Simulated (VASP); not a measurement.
A run of VASP 6.6.1:

The input INCAR:

```
PREC = Accurate ; ENCUT = 520
EDIFF = 1E-6 ; ISMEAR = 0
SIGMA = 0.2 ; LREAL = False
LASPH = True ; NELM = 60
ALGO = Fast ; ISIF = 2
LWAVE = False ; LCHARG = True
GGA = PE ; LELF = True
LVHAR = True ; NBANDS = 32
```

KPOINTS

```
regular mesh
0
Gamma
  6 6 4
```

POSCAR

```
Al4Co
1.0
    4.4291508897     -0.3876617303     -0.3606061862
   -0.3945530688      4.4255687036     -0.3569415299
   -0.7358549365     -0.7149388677      8.8897929020
Al Co
8 2
Direct
    0.5398731865     -0.0411759483      0.4842173576
    0.5389372650     -0.0396656506     -0.0143484328
   -0.0401305247      0.5390619024      0.4856452785
   -0.0417282643      0.5397543133     -0.0157603183
    0.9705879411     -0.0295546229      0.2718877396
    0.9698427442     -0.0286773136      0.7718799573
    0.4487308305      0.4507005997      0.2178948596
    0.4514904770      0.4479261816      0.7177926598
    0.0803903633      0.0813049634      0.0404338237
    0.0820059813      0.0803255750      0.5403570752
```

Potentials or basis: VASP PAW PBE potentials, release 64 (Al, Co).

Command:

```sh
$ cat potpaw_PBE.64/Al/POTCAR potpaw_PBE.64/Co/POTCAR > POTCAR
$ mpirun -np 1 vasp_std > vasp.out
```

Hardware: 1 thread of Intel(R) Xeon(R) Platinum 8259CL CPU @ 2.50GHz (Skylake/Cascade Lake), on a shared host.

How long does it take, and how much memory?

Wall time 9 min on 1 thread of Intel(R) Xeon(R) Platinum 8259CL CPU @ 2.50GHz (Skylake/Cascade Lake), on a shared host, peak memory 0.5 GiB. Counts: scf iterations 19, k points 76.
